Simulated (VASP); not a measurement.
A run of VASP 6.6.1:

Contents of INCAR:

```
ALGO = Normal ; EDIFF = 1E-6
ENCUT = 520 ; GGA = PE
ISIF = 2 ; ISMEAR = 0
ISPIN = 2 ; LASPH = True
LCHARG = True ; LELF = True
LMAXMIX = 4 ; LORBIT = 11
LREAL = False ; LVHAR = True
LWAVE = False ; MAGMOM = 2.01 -2.01 0 0
NBANDS = 32 ; NELM = 150
PREC = Accurate ; SIGMA = 0.05
```

File KPOINTS:

```
k-points
0
Gamma
  12 12 6
```

File POSCAR:

```
MoSe
1.0
    0.0000000000      2.6317126384      2.6317126386
    5.2405124534      2.6317126384      2.6317126386
    5.2405124534      5.2634252770      0.0000000002
Mo Se
2 2
Direct
    0.5000000000      0.5000000000      0.0000000000
    0.5000000000      0.5000000000      0.5000000000
    0.0000000000      0.0000000000      0.0000000000
    0.0000000000      0.0000000000      0.5000000000
```

Potentials or basis: VASP PAW PBE potentials, release 64 (Mo_sv, Se).

Command:

```bash
$ cat potpaw_PBE.64/Mo_sv/POTCAR potpaw_PBE.64/Se/POTCAR > POTCAR
$ mpirun -np 1 vasp_std > vasp.out
```

Hardware: 1 thread of AMD EPYC 9R45 96-Core Processor (Zen 5), on a shared host.

Problem. Estimate the wall time of this run.

Solution. Run time: 5.6 min on 1 thread of AMD EPYC 9R45 96-Core Processor (Zen 5) (shared host), peak memory 0.5 GiB. Counts: scf iterations 13, k points 100.
